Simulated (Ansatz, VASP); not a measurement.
Ru in VASP and in Ansatz

INCAR

```
  ALGO = Normal
  EDIFF = 1E-6
  ENCUT = 520
  GGA = RE
  ISIF = 2
  ISMEAR = -1
  LASPH = T
  LCHARG = F
  LREAL = F
  LWAVE = F
  NBANDS = 13
  NELM = 100
  PREC = Accurate
  SIGMA = 0.1
```

The input KPOINTS:

```
k-points
0
Gamma
  16 16 16
```

Contents of POSCAR:

```
Ru
1.0
    0.0000000000      1.9379137711      1.9379137711
    1.9379137711      0.0000000000      1.9379137711
    1.9379137711      1.9379137711      0.0000000000
Ru
1
Direct
    0.0000000000      0.0000000000      0.0000000000
```

Input for Ansatz:

```yaml
crystal:
  lattice:
    - [0.0, 1.9379137711, 1.9379137711]
    - [1.9379137711, 0.0, 1.9379137711]
    - [1.9379137711, 1.9379137711, 0.0]
  atoms:
    - { symbol: Ru, position: [0.0, 0.0, 0.0] }
hamiltonian:
  xc: revpbe
  pseudopotentials:
    kind: paw
    azcp:
      Ru: "pseudopotentials/Ru.paw.azcp"
basis:
  ecutwfc: 420
  fft_grid_basis: typed
kpoints:
  mp_grid: { grid: [16, 16, 16], shift: [0, 0, 0] }
magnetization:
  spin_polarized: false
scf:
  occupations: { method: fermi_dirac, width: 0.1 }
  lower_state_search: "off"
output:
  stress: true
```

Alike in both runs: task single point; functional revPBE; k mesh 16 × 16 × 16; occupations fermi-dirac, width 0.1 eV; no spin polarisation.

```csv
,VASP,Ansatz
version,VASP 6.6.1,Ansatz 0.2.0
potentials or method,"VASP PAW PBE potentials, release 64 (Ru_pv), cutoff 520 eV","plane waves (420 eV) with PAW, scalar-relativistic"
valence electrons in the cell,14,16
```

|  | VASP | Ansatz | Ansatz less VASP |
| --- | --- | --- | --- |
| pressure (GPa) | -10.6 | -10.5 | +0.07 |

VASP's potentials were made for PBE, not for revPBE. VASP's potentials hold 14 valence electrons a cell and Ansatz's 16, so a difference there can come from the potentials and not from the codes.
